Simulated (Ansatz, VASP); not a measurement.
La in VASP and in Ansatz

Contents of INCAR:

```
SYSTEM = La
ALGO     = Fast           ! electronic algorithm
EDIFF    = 1E-6           ! SCF threshold, eV
ENCUT    = 520            ! plane-wave cutoff, eV
ISIF     = 2              ! what is computed and relaxed
ISMEAR   = 0              ! smearing method
LASPH    = .TRUE.         ! aspherical terms in the spheres
LCHARG   = .TRUE.         ! write CHGCAR
LELF     = .TRUE.         ! ELF
LREAL    = .FALSE.        ! projectors in reciprocal space
LVHAR    = .TRUE.       
LWAVE    = .FALSE.        ! write WAVECAR
NBANDS   = 30             ! bands
NELM     = 60             ! most SCF steps
PREC     = Accurate       ! precision mode
SIGMA    = 0.1            ! smearing width, eV
```

Contents of KPOINTS:

```
k-points
0
G
  12 12 4
  0 0 0
```

POSCAR

```
La
1.0
    3.7963115000      0.0000000000      0.0000000000
   -1.8981557500      3.2877022000      0.0000000000
    0.0000000000      0.0000000000     12.0412575300
La
4
Direct
    0.0000000000      0.0000000000      0.0000000000
    0.0000000000      0.0000000000      0.5000000000
    0.3333333300      0.6666666700      0.2500000000
    0.6666666700      0.3333333300      0.7500000000
```

Input for Ansatz:

```yaml
crystal:
  lattice:
    - [3.7963115, 0.0, 0.0]
    - [-1.89815575, 3.2877022, 0.0]
    - [0.0, 0.0, 12.04125753]
  atoms:
    - { symbol: La, position: [0.0, 0.0, 0.0] }
    - { symbol: La, position: [0.0, 0.0, 0.5] }
    - { symbol: La, position: [0.33333333, 0.66666667, 0.25] }
    - { symbol: La, position: [0.66666667, 0.33333333, 0.75] }
basis:
  ecutwfc: 420
kpoints:
  mp_grid: { grid: [12, 12, 4] }
hamiltonian:
  xc: lda
  pseudopotentials: { kind: paw, azcp: { folder: soft_1 } }
scf:
  occupations: { method: gaussian, width: 0.1 }
output:
  forces: true
  stress: true
  eigenvalues: true
  write_density: true
  write_potential: true
  elf: true
  volumetric_format: npy
```

Alike in both runs: task single point; functional LDA; k mesh 12 × 12 × 4; occupations gaussian, width 0.1 eV; no spin polarisation.

```csv
,VASP,Ansatz
version,VASP 6.6.1,Ansatz 0.2.0
potentials or method,"VASP PAW LDA potentials, release 64 (La), cutoff 520 eV","scalar-relativistic, plane waves, PAW"
valence electrons in the cell,44,44
```

|  | VASP | Ansatz | Ansatz less VASP |
| --- | --- | --- | --- |
| gap on the k mesh at the Fermi level (eV) | none | none | - |
| pressure (GPa) | -3.7 | -3.7 | +0.06 |
| traceless stress, the component that is largest in VASP (GPa) | 0.39 | 0.39 | +0.007 |

Ansatz warns that its potentials were made for another functional, while VASP's fit it. LDA's correlation is that of Perdew and Zunger in VASP and of Perdew and Wang (1992) in Ansatz. A gap of «none» marks a metal or a gap that the smearing closes.

Neither program's run includes spin-orbit coupling.
